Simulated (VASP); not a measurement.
# W in VASP: a series of runs

The runs below take W through single point, with r2SCAN.

All numbers are computed with VASP 6.6.1; they aren't measurements. Logs are shortened: lines on timing, memory, paths and dates and some standing lists are left out, and cuts for length are marked.

### Step 1. The cell of the first run

It takes space group Im-3m (No. 229, cubic). Conventional cell: a = 2.939 Å, b = 2.939 Å, c = 2.939 Å, α = 90.00°, β = 90.00°, γ = 90.00°. W (site symmetry m-3m) has 14 W at 2.55 to 2.94 Å within 3.4 Å.

### Step 2. Single point, r2SCAN (strain -0.080 along x and y, -0.080 along z)

Contents of POSCAR:

```
W
1.0
   -1.4695160000      1.4695160000      1.4695160000
    1.4695160000     -1.4695160000      1.4695160000
    1.4695160000      1.4695160000     -1.4695160000
W
1
Direct
    0.0000000000      0.0000000000      0.0000000000
```

Contents of INCAR.step1:

```
SYSTEM = W
PREC = Accurate
ENCUT = 520
ISMEAR = 0
SIGMA = 0.15
LREAL = .False.
LASPH = .True.
NELM = 80
NBANDS = 13
GGA = PE
ALGO = Normal
EDIFF = 1E-4
LWAVE = .True.
LCHARG = .False.
```

Contents of INCAR.step2:

```
SYSTEM = W
PREC = Accurate
ENCUT = 520
EDIFF = 1E-6
ISMEAR = 0
SIGMA = 0.15
LREAL = .False.
LASPH = .True.
NELM = 80
ALGO = Normal
ISIF = 2
LWAVE = .False.
LCHARG = .False.
METAGGA = R2SCAN
LMIXTAU = .True.
NBANDS = 13
ISTART = 1
```

Contents of KPOINTS:

```
Automatic mesh
0
Gamma
  14 14 14
  0 0 0
```

Potentials or basis: VASP PAW PBE potentials, release 64 (W_sv).

Started as:

```console
cat potpaw_PBE.64/W_sv/POTCAR > POTCAR
cp INCAR.step1 INCAR
mpirun -np 1 vasp_std > vasp.out
cp INCAR.step2 INCAR
mpirun -np 1 vasp_std > vasp.out
```

OUTCAR:

```text
SYSTEM = W
   PREC = Accurate
   ENCUT = 520
   EDIFF = 1E-6
   ISMEAR = 0
   LREAL = .False.
   LASPH = .True.
   NELM = 80
   ISIF = 2
   METAGGA = R2SCAN
   ISTART = 1

 ion  position               nearest neighbor table
   1  0.000  0.000  0.000-

  LATTYP: Found a body centered cubic cell.
 ALAT       =     2.9390320000

  Lattice vectors:

 A1 = (  -1.4695160000,   1.4695160000,   1.4695160000)
 A2 = (   1.4695160000,  -1.4695160000,   1.4695160000)
 A3 = (   1.4695160000,   1.4695160000,  -1.4695160000)

Analysis of symmetry for initial positions (statically):
=====================================================================
 Subroutine PRICEL returns:
 Original cell was already a primitive cell.

 Routine SETGRP: Setting up the symmetry group for a
 body centered cubic supercell.

 Subroutine GETGRP returns: Found 48 space group operations
 (whereof 48 operations were pure point group operations)
 out of a pool of 48 trial point group operations.

The static configuration has the point symmetry O_h .

Analysis of symmetry for dynamics (positions and initial velocities):
=====================================================================
 Subroutine PRICEL returns:
 Original cell was already a primitive cell.

 Routine SETGRP: Setting up the symmetry group for a
 body centered cubic supercell.

 Subroutine GETGRP returns: Found 48 space group operations
 (whereof 48 operations were pure point group operations)
 out of a pool of 48 trial point group operations.

The dynamic configuration has the point symmetry O_h .

 Subroutine INISYM returns: Found 48 space group operations
 (whereof 48 operations are pure point group operations),
 and found     1 'primitive' translations

----------------------------------------------------------------------------------------

                                     Primitive cell

  volume of cell :      12.6935

  direct lattice vectors                    reciprocal lattice vectors
    -1.469516000  1.469516000  1.469516000     0.000000000  0.340248082  0.340248082
     1.469516000 -1.469516000  1.469516000     0.340248082  0.000000000  0.340248082
     1.469516000  1.469516000 -1.469516000     0.340248082  0.340248082  0.000000000

  length of vectors
     2.545276375  2.545276375  2.545276375     0.481183452  0.481183452  0.481183452

  position of ions in fractional coordinates (direct lattice)
     0.000000000  0.000000000  0.000000000

  ion indices of the primitive-cell ions
   primitive index   ion index
                 1           1

----------------------------------------------------------------------------------------

 KPOINTS: Automatic mesh

Automatic generation of k-mesh.
 Grid dimensions read from file:
 generate k-points for:   14   14   14

 Generating k-lattice:

  Cartesian coordinates                     Fractional coordinates (reciprocal lattice)
     0.000000000  0.024303434  0.024303434     0.071428571  0.000000000  0.000000000
     0.024303434  0.000000000  0.024303434     0.000000000  0.071428571  0.000000000
     0.024303434  0.024303434  0.000000000     0.000000000  0.000000000  0.071428571

  Length of vectors
     0.034370247  0.034370247  0.034370247

  Shift w.r.t. Gamma in fractional coordinates (k-lattice)
     0.000000000  0.000000000  0.000000000

 Subroutine IBZKPT returns following result:
 ===========================================

 Found    104 irreducible k-points:

 Following reciprocal coordinates:
            Coordinates               Weight
  0.000000  0.000000  0.000000      1.000000
  0.071429  0.000000  0.000000     12.000000
  0.142857  0.000000  0.000000     12.000000
  0.214286  0.000000  0.000000     12.000000
  0.285714  0.000000  0.000000     12.000000
  0.357143  0.000000  0.000000     12.000000
[... 16 lines left out ...]
  0.285714  0.285714  0.000000     24.000000
  0.357143  0.285714  0.000000     24.000000
 [... further k-points ...]
   k-points           NKPTS =    104   k-points in BZ     NKDIM =    104   number of bands    NBANDS=     13
   number of dos      NEDOS =    301   number of ions     NIONS =      1
   total plane-waves  NPLWV =   8000
   dimension x,y,z NGX =    20 NGY =   20 NGZ =   20
   dimension x,y,z NGXF=    40 NGYF=   40 NGZF=   40
   ions per type =               1
   NGX,Y,Z   is equivalent  to a cutoff of  13.06, 13.06, 13.06 a.u.
   NGXF,Y,Z  is equivalent  to a cutoff of  26.13, 26.13, 26.13 a.u.
 SYSTEM =  W
   PREC   = accura    normal or accurate (medium, high low for compatibility)
   ISTART =      1    job   : 0-new  1-cont  2-samecut
   ICHARG =      0    charge: 1-file 2-atom 10-const
   ISPIN  =      1    spin polarized calculation?
   LNONCOLLINEAR =      F non collinear calculations
   LSORBIT =      F    spin-orbit coupling
   LASPH  =      T    aspherical Exc in radial PAW
   ENCUT  =  520.0 eV  38.22 Ry    6.18 a.u.   4.73  4.73  4.73*2*pi/ulx,y,z
   NELM   =     80;   NELMIN=  2; NELMDL=  0     # of ELM steps
   EDIFF  = 0.1E-05   stopping-criterion for ELM
   LREAL  =      F    real-space projection
   EDIFFG = 0.1E-04   stopping-criterion for IOM
   NSW    =      0    number of steps for IOM
   IBRION =     -1    ionic relax: 0-MD 1-quasi-New 2-CG
   NFREE  =      0    steps in history (QN), initial steepest desc. (CG)
   ISIF   =      2    stress and relaxation
   ISYM   =      2    0-nonsym 1-usesym 2-fastsym
   POTIM  = 0.5000    time-step for ionic-motion
   TEBEG  =    0.0;   TEEND  =   0.0 temperature during run
   PSTRESS=    0.0 pullay stress
   NELECT =      14.0000    total number of electrons
   NUPDOWN=      -1.0000    fix difference up-down
   EMIN   =  10.00;   EMAX   =-10.00  energy-range for DOS
   EFERMI =   0.00;   METHOD = LEGACY
   ISMEAR =     0;   SIGMA  =   0.15  broadening in eV -4-tet -1-fermi 0-gaus
   EFERMI_NEDOS =   21; number of points for ismear=-14 and -15
   IALGO  =     38    algorithm
   IMIX   =      4    mixing-type and parameters
     AMIX     =   0.40;   BMIX     =  1.00
     AMIX_MAG =   1.60;   BMIX_MAG =  1.00
  volume/ion in A,a.u.               =      12.69        85.66
  Fermi-wavevector in a.u.,A,eV,Ry     =   1.691440  3.196358 38.925838  2.860968
  Thomas-Fermi vector in A             =   2.773206
   LORBIT       =      0    0 simple, 1 ext, 2 COOP (PROOUT), +10 PAW based schemes
   METAGGA = R2SCAN    functional components
   LHFCALC =     F    Hartree Fock is set to
   AEXX    =    0.0000 exact exchange contribution
   IVDW    =     0    specifies the selected vdW correction
   LEPSILON=     F    determine dielectric tensor
   LRPA    =     F    only Hartree local field effects (RPA)
 non-spin polarized calculation
 Gauss-broadening in eV      SIGMA  =   0.15
  energy-cutoff  :      520.00
  volume of cell :       12.69
 maximum number of plane-waves:       370
   NGX =  9   NGY =  9   NGZ =  9

 number of electron      13.9999997 magnetization

 Free energy of the ion-electron system (eV)
  ---------------------------------------------------
  ext. energy  EPLUGINS =         0.00000000
  ---------------------------------------------------
  free energy    TOTEN  =       -50.35480731 eV

  energy without entropy =      -50.34611786  energy(sigma->0) =      -50.35046259

 E-fermi :  14.9747     XC(G=0): -16.4575

 val. band max:       14.9665472539   @ k =  -0.4286   0.5000   0.2857
 cond. band min:      14.9819193230   @ k =  -0.4286   0.4286   0.2857
 fundamental gap:      0.0153720691
 Fermi energy:        14.9747260676

 k-point     1 :       0.0000    0.0000    0.0000
  band No.  band energies     occupation
      1     -61.1755      2.00000
      2     -23.4906      2.00000
      3     -23.4906      2.00000
      4     -23.4906      2.00000
      5       3.5298      2.00000
      6      13.0388      2.00000
      7      13.0388      2.00000
      8      13.0388      2.00000
      9      17.8289      0.00000
     10      17.8289      0.00000
     11      30.4808      0.00000
     12      30.4808      0.00000
     13      30.4808      0.00000

 k-point     2 :       0.0714    0.0000    0.0000
  band No.  band energies     occupation
      1     -61.1568      2.00000
      2     -23.6455      2.00000
      3     -23.5355      2.00000
      4     -23.4923      2.00000
      5       3.8732      2.00000
      6      12.8174      2.00000
      7      12.9825      2.00000
      8      13.3718      2.00000
      9      17.4517      0.00000
     10      17.8189      0.00000
     11      30.7966      0.00000
     12      31.0430      0.00000
     13      31.4258      0.00000

 k-point     3 :       0.1429    0.0000    0.0000
  band No.  band energies     occupation
      1     -61.1040      2.00000
      2     -24.0662      2.00000
      3     -23.6597      2.00000
      4     -23.4971      2.00000
      5       4.8045      2.00000
      6      12.2454      2.00000
      7      12.7340      2.00000
      8      14.3508      2.00000
      9      16.8744      0.00000
     10      17.8286      0.00000
     11      31.5385      0.00000
     12      32.6345      0.00000
     13      33.6296      0.00000
[... 305 lines left out ...]
 k-point    23 :       0.2857    0.2857    0.0000
  band No.  band energies     occupation
      1     -60.7545      2.00000
      2     -25.7114      2.00000
      3     -24.9932      2.00000
      4     -23.8249      2.00000
      5       8.7721      2.00000
      6      10.6873      2.00000
      7      12.3011      2.00000
      8      17.8386      0.00000
      9      19.1973      0.00000
     10      26.9593      0.00000
     11      27.5435      0.00000
     12      32.1127      0.00000
     13      34.9744      0.00000

 k-point    24 :       0.3571    0.2857    0.0000
  band No.  band energies     occupation
      1     -60.7423      2.00000
      2     -25.6118      2.00000
      3     -25.1959      2.00000
      4     -23.8387      2.00000
      5       8.8339      2.00000
      6      10.9640      2.00000
      7      12.0973      2.00000
      8      18.2351      0.00000
      9      19.1449      0.00000
     10      26.5684      0.00000
     11      28.5875      0.00000
     12      30.9012      0.00000
     13      35.8380      0.00000

 [... further k-points ...]

------------------------ aborting loop because EDIFF is reached ----------------------------------------

  FORCE on cell =-STRESS in cart. coord.  units (eV):
  Direction    XX          YY          ZZ          XY          YZ          ZX
  --------------------------------------------------------------------------------------
  -------------------------------------------------------------------------------------
  Total        9.3447845      9.3447845      9.3447845      0.0000000      0.0000000     -0.0000000
  in kB     1179.4972325   1179.4972325   1179.4972325      0.0000000      0.0000000     -0.0000000
  external PRESSURE =    1179.4972325 kB  Pullay stress =       0.0000000 kB

 VOLUME and BASIS-vectors are now :
 -----------------------------------------------------------------------------
  energy-cutoff  :      520.00
  volume of cell :       12.69
      direct lattice vectors                 reciprocal lattice vectors
    -1.469516000  1.469516000  1.469516000     0.000000000  0.340248082  0.340248082
     1.469516000 -1.469516000  1.469516000     0.340248082  0.000000000  0.340248082
     1.469516000  1.469516000 -1.469516000     0.340248082  0.340248082  0.000000000

 POSITION                                       TOTAL-FORCE (eV/Angst)
 -----------------------------------------------------------------------------------
      0.00000      0.00000      0.00000         0.000000      0.000000      0.000000
 -----------------------------------------------------------------------------------
    total drift:                                0.000000     -0.000000      0.000000

  FREE ENERGIE OF THE ION-ELECTRON SYSTEM (eV)
  ---------------------------------------------------
  free  energy   TOTEN  =       -50.3548073103 eV

  energy  without entropy=      -50.3461178646  energy(sigma->0) =      -50.35046259
```

Run time: 57 s. Hardware: 1 thread of Intel Xeon Platinum 8259CL at 2.50GHz (Skylake/Cascade Lake), shared host; peak memory 0.14 GiB.

Results:

| Quantity | Value |
| --- | --- |
| Free energy | -50.3548 eV |
| Pressure | 117.9 GPa |
| Band gap on the k mesh | zero (band 7 reaches 21.96 eV, above the bottom of band 8 at 13.04 eV) |

Levels at points of the mesh, in eV from the Fermi level:
| k point | band 3 | band 4 | band 5 | band 6 | band 7 | band 8 | band 9 | band 10 | band 11 | band 12 |
| --- | --- | --- | --- | --- | --- | --- | --- | --- | --- | --- |
| (0.00, 0.00, 0.00) | -38.47 | -38.47 | -11.44 | -1.94 | -1.94 | -1.94 | 2.85 | 2.85 | 15.51 | 15.51 |
| (0.50, 0.00, 0.00) | -39.32 | -38.50 | -8.42 | -5.23 | 1.57 | 2.93 | 4.27 | 8.45 | 12.43 | 15.76 |
| (0.50, 0.50, 0.50) | -40.31 | -40.31 | -8.39 | -8.39 | 6.98 | 6.98 | 6.98 | 10.60 | 10.60 | 10.60 |

Caveat: the cell differs from its parent crystal (strain -0.080 along x and y, -0.080 along z); the PAW data sets were made with another functional, which shifts forces and pressure a little; spin-orbit coupling is left out, which moves the levels of the heavy elements.

### Step 3. Single point, r2SCAN (strain -0.040 along x and y, -0.040 along z)

Contents of POSCAR:

```
W
1.0
   -1.5334080000      1.5334080000      1.5334080000
    1.5334080000     -1.5334080000      1.5334080000
    1.5334080000      1.5334080000     -1.5334080000
W
1
Direct
    0.0000000000      0.0000000000      0.0000000000
```

Contents of INCAR.step1:

```
PREC = Accurate
ENCUT = 520
ISMEAR = 0
SIGMA = 0.15
LREAL = F
LASPH = T
NELM = 80
NBANDS = 13
GGA = PE
ALGO = Normal
EDIFF = 1E-4
LWAVE = T
LCHARG = F
```

Contents of INCAR.step2:

```
PREC = Accurate
ENCUT = 520
EDIFF = 1E-6
ISMEAR = 0
SIGMA = 0.15
LREAL = F
LASPH = T
NELM = 80
ALGO = Normal
ISIF = 2
LWAVE = F
LCHARG = F
METAGGA = R2SCAN
LMIXTAU = T
NBANDS = 13
ISTART = 1
```

Contents of KPOINTS:

```
Automatic mesh
0
Gamma
  14 14 14
```

Potentials or basis: VASP PAW PBE potentials, release 64 (W_sv).

Started as:

```console
cat potpaw_PBE.64/W_sv/POTCAR > POTCAR
cp INCAR.step1 INCAR
mpirun -np 1 vasp_std > vasp.out
cp INCAR.step2 INCAR
mpirun -np 1 vasp_std > vasp.out
```

It took 77 s on 1 thread of Intel Xeon Platinum 8259CL at 2.50GHz (Skylake/Cascade Lake), shared host; peak memory 0.14 GiB.

Results (log left out):

| Property | Result |
| --- | --- |
| Free energy | -51.1663 eV |
| Pressure | 40.3 GPa |
| Band gap on the k mesh | zero (band 7 reaches 18.78 eV, above the bottom of band 8 at 11.25 eV) |

Levels at points of the mesh, in eV from the Fermi level:
```
           k point  band 5  band 6  band 7  band 8  band 9  band 10
(0.00, 0.00, 0.00)  -10.79   -1.60   -1.60   -1.60    2.63     2.63
(0.50, 0.00, 0.00)   -7.37   -4.40    0.80    2.55    3.72     7.11
(0.50, 0.50, 0.50)   -7.02   -7.02    5.93    5.93    5.93     9.27
```

Caveat: the cell differs from its parent crystal (strain -0.040 along x and y, -0.040 along z); the PAW data sets were made with another functional, which shifts forces and pressure a little; spin-orbit coupling is left out, which moves the levels of the heavy elements.

(Continued in part 2 of 2.)
